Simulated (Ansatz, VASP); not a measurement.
## Two plane-wave programs on Se

The input INCAR:

```
PREC = Accurate
ENCUT = 520
EDIFF = 1E-7
ISMEAR = 0
SIGMA = 0.15
LREAL = False
LASPH = True
NELM = 100
ALGO = Normal
ISIF = 2
LWAVE = False
LCHARG = False
GGA = CA
NBANDS = 9
```

The input KPOINTS:

```
regular mesh
0
Gamma
  18 18 18
```

The input POSCAR:

```
Se
1.0
    2.8105630200      0.0000000000      0.0000000000
    0.0000000000      2.8105630200      0.0000000000
    0.0000000000      0.0000000000      2.8105630200
Se
1
Direct
    0.0000000000      0.0000000000      0.0000000000
```

Input for Ansatz:

```yaml
crystal:
  lattice:
    - [2.81056302, 0.0, 0.0]
    - [0.0, 2.81056302, 0.0]
    - [0.0, 0.0, 2.81056302]
  atoms:
    - { symbol: Se, position: [0.0, 0.0, 0.0] }
basis:
  ecutwfc: 420
kpoints:
  mp_grid: { grid: [18, 18, 18] }
hamiltonian:
  xc: lda
scf:
  occupations: { method: gaussian, width: 0.15 }
output:
  forces: true
  stress: true
  eigenvalues: true
```

Alike in both runs: task single point; functional LDA; k mesh 18 × 18 × 18; occupations gaussian, width 0.15 eV; no spin polarisation.

|  | VASP | Ansatz |
| --- | --- | --- |
| version | VASP 6.6.1 | Ansatz 0.2.0 |
| potentials or method | VASP PAW LDA potentials, release 64 (Se), cutoff 520 eV | scalar-relativistic, plane waves, PAW |
| valence electrons in the cell | 6 | 16 |

|  | VASP | Ansatz | Ansatz less VASP |
| --- | --- | --- | --- |
| gap on the k mesh at the Fermi level (eV) | none | none | - |
| pressure (GPa) | -3.3 | -3.5 | -0.15 |

LDA's correlation is that of Perdew and Zunger in VASP and of Perdew and Wang (1992) in Ansatz. A gap of «none» marks a metal or a gap that the smearing closes. VASP's potentials hold 6 valence electrons a cell and Ansatz's 16, so a difference there can come from the potentials and not from the codes.
